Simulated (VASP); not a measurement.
# TaN (Fm-3m) in VASP: settings compared, part 2 of 3

VASP 6.6.1. The steps go on from the part before.

## Step 3: Single point, RPBE

This run uses another cell than the first one, of 10.81 Å³/atom, 1.036 times its volume.

INCAR reads:

```
PREC = Accurate ; ENCUT = 520
EDIFF = 1E-6 ; ISMEAR = 0
SIGMA = 0.02 ; LREAL = False
LASPH = True ; NELM = 60
ALGO = Normal ; ISIF = 2
LWAVE = False ; LCHARG = False
GGA = RP ; NBANDS = 15
```

KPOINTS reads:

```
regular mesh
0
Gamma
  10 10 10
```

POSCAR reads:

```
TaN
1.0
    0.0000000000      2.2113230000      2.2113230000
    2.2113230000      0.0000000000      2.2113230000
    2.2113230000      2.2113230000      0.0000000000
Ta N
1 1
Direct
    0.5000000000      0.5000000000      0.5000000000
    0.0000000000      0.0000000000      0.0000000000
```

Potentials or basis: VASP PAW PBE potentials, release 64 (Ta_pv, N).

Run with:

```
$ cat potpaw_PBE.64/Ta_pv/POTCAR potpaw_PBE.64/N/POTCAR > POTCAR
$ mpirun -np 1 vasp_std > vasp.out
```

OUTCAR:

```text
PREC = Accurate
   ENCUT = 520
   EDIFF = 1E-6
   ISMEAR = 0
   LREAL = False
   LASPH = True
   NELM = 60
   ISIF = 2
   GGA = RP

 ion  position               nearest neighbor table
   1  0.500  0.500  0.500-   2 2.21   2 2.21   2 2.21   2 2.21   2 2.21   2 2.21
   2  0.000  0.000  0.000-   1 2.21   1 2.21   1 2.21   1 2.21   1 2.21   1 2.21

  LATTYP: Found a face centered cubic cell.
 ALAT       =     4.4226460000

  Lattice vectors:

 A1 = (   0.0000000000,   2.2113230000,   2.2113230000)
 A2 = (   2.2113230000,   0.0000000000,   2.2113230000)
 A3 = (   2.2113230000,   2.2113230000,   0.0000000000)

Analysis of symmetry for initial positions (statically):
=====================================================================
 Subroutine PRICEL returns:
 Original cell was already a primitive cell.

 Routine SETGRP: Setting up the symmetry group for a
 face centered cubic supercell.

 Subroutine GETGRP returns: Found 48 space group operations
 (whereof 48 operations were pure point group operations)
 out of a pool of 48 trial point group operations.

The static configuration has the point symmetry O_h .

Analysis of symmetry for dynamics (positions and initial velocities):
=====================================================================
 Subroutine PRICEL returns:
 Original cell was already a primitive cell.

 Routine SETGRP: Setting up the symmetry group for a
 face centered cubic supercell.

 Subroutine GETGRP returns: Found 48 space group operations
 (whereof 48 operations were pure point group operations)
 out of a pool of 48 trial point group operations.

The dynamic configuration has the point symmetry O_h .

 Subroutine INISYM returns: Found 48 space group operations
 (whereof 48 operations are pure point group operations),
 and found     1 'primitive' translations

----------------------------------------------------------------------------------------

                                     Primitive cell

  volume of cell :      21.6265

  direct lattice vectors                    reciprocal lattice vectors
     0.000000000  2.211323000  2.211323000    -0.226108985  0.226108985  0.226108985
     2.211323000  0.000000000  2.211323000     0.226108985 -0.226108985  0.226108985
     2.211323000  2.211323000  0.000000000     0.226108985  0.226108985 -0.226108985

  length of vectors
     3.127282977  3.127282977  3.127282977     0.391632251  0.391632251  0.391632251

  position of ions in fractional coordinates (direct lattice)
     0.500000000  0.500000000  0.500000000
     0.000000000  0.000000000  0.000000000

  ion indices of the primitive-cell ions
   primitive index   ion index
                 1           1
                 2           2

----------------------------------------------------------------------------------------

 KPOINTS: regular mesh

Automatic generation of k-mesh.
 Grid dimensions read from file:
 generate k-points for:   10   10   10

 Generating k-lattice:

  Cartesian coordinates                     Fractional coordinates (reciprocal lattice)
    -0.022610899  0.022610899  0.022610899     0.100000000  0.000000000  0.000000000
     0.022610899 -0.022610899  0.022610899     0.000000000  0.100000000  0.000000000
     0.022610899  0.022610899 -0.022610899     0.000000000  0.000000000  0.100000000

  Length of vectors
[... 38 lines left out ...]
   number of dos      NEDOS =    301   number of ions     NIONS =      2
   total plane-waves  NPLWV =  13824
   dimension x,y,z NGX =    24 NGY =   24 NGZ =   24
   dimension x,y,z NGXF=    48 NGYF=   48 NGZF=   48
   ions per type =               1   1
   NGX,Y,Z   is equivalent  to a cutoff of  12.76, 12.76, 12.76 a.u.
   NGXF,Y,Z  is equivalent  to a cutoff of  25.52, 25.52, 25.52 a.u.
 SYSTEM =  unknown system
   PREC   = accura    normal or accurate (medium, high low for compatibility)
   ISTART =      0    job   : 0-new  1-cont  2-samecut
   ICHARG =      2    charge: 1-file 2-atom 10-const
   ISPIN  =      1    spin polarized calculation?
   LNONCOLLINEAR =      F non collinear calculations
   LSORBIT =      F    spin-orbit coupling
   LASPH  =      T    aspherical Exc in radial PAW
   ENCUT  =  520.0 eV  38.22 Ry    6.18 a.u.   5.81  5.81  5.81*2*pi/ulx,y,z
   NELM   =     60;   NELMIN=  2; NELMDL= -5     # of ELM steps
   EDIFF  = 0.1E-05   stopping-criterion for ELM
   LREAL  =      F    real-space projection
   EDIFFG = 0.1E-04   stopping-criterion for IOM
   NSW    =      0    number of steps for IOM
   IBRION =     -1    ionic relax: 0-MD 1-quasi-New 2-CG
   NFREE  =      0    steps in history (QN), initial steepest desc. (CG)
   ISIF   =      2    stress and relaxation
   ISYM   =      2    0-nonsym 1-usesym 2-fastsym
   POTIM  = 0.5000    time-step for ionic-motion
   TEBEG  =    0.0;   TEEND  =   0.0 temperature during run
   PSTRESS=    0.0 pullay stress
   NELECT =      16.0000    total number of electrons
   NUPDOWN=      -1.0000    fix difference up-down
   EMIN   =  10.00;   EMAX   =-10.00  energy-range for DOS
   EFERMI =   0.00;   METHOD = LEGACY
   ISMEAR =     0;   SIGMA  =   0.02  broadening in eV -4-tet -1-fermi 0-gaus
   EFERMI_NEDOS =   21; number of points for ismear=-14 and -15
   IALGO  =     38    algorithm
   IMIX   =      4    mixing-type and parameters
     AMIX     =   0.40;   BMIX     =  1.00
     AMIX_MAG =   1.60;   BMIX_MAG =  1.00
  volume/ion in A,a.u.               =      10.81        72.97
  Fermi-wavevector in a.u.,A,eV,Ry     =   1.480651  2.798024 29.828417  2.192327
  Thomas-Fermi vector in A             =   2.594659
   LORBIT       =      0    0 simple, 1 ext, 2 COOP (PROOUT), +10 PAW based schemes
   GGA     = RP    functional components
   LHFCALC =     F    Hartree Fock is set to
   AEXX    =    0.0000 exact exchange contribution
   IVDW    =     0    specifies the selected vdW correction
   LEPSILON=     F    determine dielectric tensor
   LRPA    =     F    only Hartree local field effects (RPA)
 non-spin polarized calculation
 Gauss-broadening in eV      SIGMA  =   0.02
  energy-cutoff  :      520.00
  volume of cell :       21.63
 maximum number of plane-waves:       592
   NGX = 11   NGY = 11   NGZ = 11

 number of electron      16.0000003 magnetization

 Free energy of the ion-electron system (eV)
  ---------------------------------------------------
  ext. energy  EPLUGINS =         0.00000000
  ---------------------------------------------------
  free energy    TOTEN  =       -20.79201192 eV

  energy without entropy =      -20.79153595  energy(sigma->0) =      -20.79177394

 E-fermi :   9.5212     XC(G=0): -13.2819

 val. band max:        9.4017181189   @ k =  -0.2000   0.2000   0.0000
 cond. band min:       9.5294021757   @ k =  -0.3000   0.3000   0.1000
 fundamental gap:      0.1276840568
 Fermi energy:         9.5212117643

 k-point     1 :       0.0000    0.0000    0.0000
  band No.  band energies     occupation
      1     -26.4039      2.00000
      2     -26.4039      2.00000
      3     -26.4039      2.00000
      4      -9.3216      2.00000
      5       5.6882      2.00000
      6       5.6882      2.00000
      7       5.6882      2.00000
      8       7.4058      2.00000
      9       7.4058      2.00000
     10       7.4058      2.00000
     11       9.5307      0.50031
     12       9.5307      0.50025
     13      10.8108      0.00000
     14      18.8258      0.00000
[... 401 lines left out ...]
      2     -26.6294      2.00000
      3     -26.6056      2.00000
      4      -7.8050      2.00000
      5       1.5885      2.00000
      6       3.6494      2.00000
      7       4.3128      2.00000
      8       5.6614      2.00000
      9      11.5886      0.00000
     10      12.3123      0.00000
     11      12.3915      0.00000
     12      13.1927      0.00000
     13      17.7116      0.00000
     14      19.9732      0.00000
     15      21.8203      0.00000

 [... further k-points ...]

------------------------ aborting loop because EDIFF is reached ----------------------------------------

  FORCE on cell =-STRESS in cart. coord.  units (eV):
  Direction    XX          YY          ZZ          XY          YZ          ZX
  --------------------------------------------------------------------------------------
  -------------------------------------------------------------------------------------
  Total        0.5407244      0.5407244      0.5407244      0.0000000     -0.0000000      0.0000000
  in kB       40.0589876     40.0589876     40.0589876      0.0000000     -0.0000000      0.0000000
  external PRESSURE =      40.0589876 kB  Pullay stress =       0.0000000 kB

 VOLUME and BASIS-vectors are now :
 -----------------------------------------------------------------------------
  energy-cutoff  :      520.00
  volume of cell :       21.63
      direct lattice vectors                 reciprocal lattice vectors
     0.000000000  2.211323000  2.211323000    -0.226108985  0.226108985  0.226108985
     2.211323000  0.000000000  2.211323000     0.226108985 -0.226108985  0.226108985
     2.211323000  2.211323000  0.000000000     0.226108985  0.226108985 -0.226108985

 POSITION                                       TOTAL-FORCE (eV/Angst)
 -----------------------------------------------------------------------------------
      2.21132      2.21132      2.21132         0.000000      0.000000      0.000000
      0.00000      0.00000      0.00000        -0.000000     -0.000000      0.000000
 -----------------------------------------------------------------------------------
    total drift:                                0.000000     -0.000000     -0.000000

  FREE ENERGIE OF THE ION-ELECTRON SYSTEM (eV)
  ---------------------------------------------------
  free  energy   TOTEN  =       -20.7920119243 eV

  energy  without entropy=      -20.7915359464  energy(sigma->0) =      -20.79177394
```

OSZICAR:

```text
N       E                     dE             d eps       ncg     rms          rms(c)
DAV:   1     0.899865816439E+02    0.89987E+02   -0.87256E+03  1410   0.113E+03
DAV:   2    -0.211024799584E+02   -0.11109E+03   -0.10463E+03  1746   0.301E+02
DAV:   3    -0.237593440159E+02   -0.26569E+01   -0.26435E+01  1571   0.435E+01
DAV:   4    -0.237694868443E+02   -0.10143E-01   -0.10140E-01  1844   0.289E+00
DAV:   5    -0.237695558546E+02   -0.69010E-04   -0.69010E-04  1592   0.208E-01    0.232E+01
DAV:   6    -0.208779205611E+02    0.28916E+01   -0.53888E+00  1657   0.260E+01    0.950E+00
DAV:   7    -0.208235064180E+02    0.54414E-01   -0.49916E-01  1473   0.587E+00    0.663E+00
DAV:   8    -0.207988573607E+02    0.24649E-01   -0.14244E-01  1690   0.332E+00    0.166E+00
DAV:   9    -0.207920388768E+02    0.68185E-02   -0.19912E-02  1585   0.115E+00    0.303E-01
DAV:  10    -0.207920394387E+02   -0.56187E-06   -0.12167E-03  1641   0.375E-01    0.359E-02
DAV:  11    -0.207920116671E+02    0.27772E-04   -0.53126E-05  1571   0.876E-02    0.137E-02
DAV:  12    -0.207920119243E+02   -0.25718E-06   -0.46975E-06  1683   0.214E-02
   1 F= -.20792012E+02 E0= -.20791774E+02  d E =-.475978E-03
```

stdout:

```text
POSCAR found type information on POSCAR TaN
 POSCAR found :  2 types and       2 ions
 scaLAPACK will be used
 -----------------------------------------------------------------------------
|                                                                             |
|                                                                             |
|     You enforced a specific xc type in the INCAR file but a different       |
|     I HOPE YOU KNOW WHAT YOU ARE DOING!                                     |
|                                                                             |
 -----------------------------------------------------------------------------

 LDA part: xc-table for (Slater+PW92), standard interpolation
 POSCAR, INCAR and KPOINTS ok, starting setup
 FFT: planning ... GRIDC
 FFT: planning ... GRID_SOFT
 FFT: planning ... GRID
 WAVECAR not read
 entering main loop
```

Wall time 5.8 s (1 thread of Intel Xeon 6975P-C, shared host); peak memory 0.15 GiB.

What came out:

* Free energy: -20.7920 eV
* Pressure: 4.0 GPa
* Band gap on the k mesh: zero (band 8 reaches 11.31 eV, above the bottom of band 9 at 7.41 eV)

Levels at points of the mesh, in eV from the Fermi level:
| k point | band 5 | band 6 | band 7 | band 8 | band 9 | band 10 | band 11 | band 12 |
| --- | --- | --- | --- | --- | --- | --- | --- | --- |
| (0.00, 0.00, 0.00) | -3.83 | -3.83 | -3.83 | -2.12 | -2.12 | -2.12 | 0.01 | 0.01 |
| (0.50, 0.00, 0.00) | -10.30 | -7.51 | -7.51 | 1.79 | 1.79 | 1.89 | 3.68 | 7.31 |
| (0.50, 0.50, 0.00) | -6.68 | -5.41 | -4.66 | -4.66 | 2.01 | 3.38 | 3.38 | 4.28 |

Caveat: the PAW data sets were made with another functional, which shifts forces and pressure a little; spin-orbit coupling is left out, which moves the levels of the heavy elements.

## Step 4: Single point, PBE

This run uses another cell than the first one, of 10.81 Å³/atom, 1.036 times its volume.

INCAR reads:

```
  ALGO = Normal
  EDIFF = 1E-7
  ENCUT = 520
  GGA = PE
  ISIF = 2
  ISMEAR = 0
  LASPH = T
  LCHARG = F
  LREAL = F
  LWAVE = F
  NBANDS = 15
  NELM = 80
  PREC = Accurate
  SIGMA = 0.027000000000000003
```

KPOINTS reads:

```
k-points
0
Gamma
  10 10 10
```

POSCAR is that of step 3.

Run with:

```
$ cat potpaw_PBE.64/Ta_pv/POTCAR potpaw_PBE.64/N/POTCAR > POTCAR
$ mpirun -np 1 vasp_std > vasp.out
```

It took 6.5 s on 1 thread of Intel Xeon 6975P-C, shared host; peak memory 0.15 GiB.

It converged, with:

```yaml
Free_energy: -21.8390 eV
Pressure: -0.6 GPa
Band_gap_on_the_k_mesh: zero (band 8 reaches 11.20 eV, above the bottom of band 9 at 7.29 eV)
```

Levels at points of the mesh, in eV from the Fermi level:
```tsv
k point	band 5	band 6	band 7	band 8	band 9	band 10	band 11	band 12
(0.00, 0.00, 0.00)	-3.82	-3.82	-3.82	-2.12	-2.12	-2.12	0.00	0.00
(0.50, 0.00, 0.00)	-10.28	-7.50	-7.50	1.79	1.79	1.89	3.72	7.30
(0.50, 0.50, 0.00)	-6.65	-5.41	-4.64	-4.64	2.00	3.39	3.39	4.30
```

Caveat: spin-orbit coupling is left out, which moves the levels of the heavy elements.

## Step 5: Single point, PBE

This run uses another cell than the first one, of 10.81 Å³/atom, 1.036 times its volume.

INCAR reads:

```
SYSTEM = TaN
PREC = Accurate
ENCUT = 520
EDIFF = 1E-6
ISMEAR = 0
SIGMA = 0.028999999999999998
LREAL = .False.
LASPH = .True.
NELM = 80
ALGO = Normal
ISIF = 2
LWAVE = .False.
LCHARG = .False.
GGA = PE
NBANDS = 15
```

KPOINTS reads:

```
Automatic mesh
0
Gamma
  10 10 10
  0 0 0
```

POSCAR is that of step 4.

Run with:

```
$ cat potpaw_PBE.64/Ta_pv/POTCAR potpaw_PBE.64/N/POTCAR > POTCAR
$ mpirun -np 1 vasp_std > vasp.out
```

Wall time 6.1 s (1 thread of Intel Xeon 6975P-C, shared host); peak memory 0.15 GiB.

It converged, with:

```
Free energy            : -21.8390 eV
Pressure               : -0.6 GPa
Band gap on the k mesh : zero (band 8 reaches 11.20 eV, above the bottom of band 9 at 7.29 eV)
```

Levels at points of the mesh, in eV from the Fermi level:
```tsv
k point	band 6	band 7	band 8	band 9	band 10	band 11
(0.00, 0.00, 0.00)	-3.81	-3.81	-2.12	-2.12	-2.12	0.00
(0.50, 0.00, 0.00)	-7.50	-7.50	1.79	1.79	1.89	3.72
(0.50, 0.50, 0.00)	-5.41	-4.64	-4.64	2.00	3.39	3.39
```

Caveat: spin-orbit coupling is left out, which moves the levels of the heavy elements.

[end of part 2 of 3]
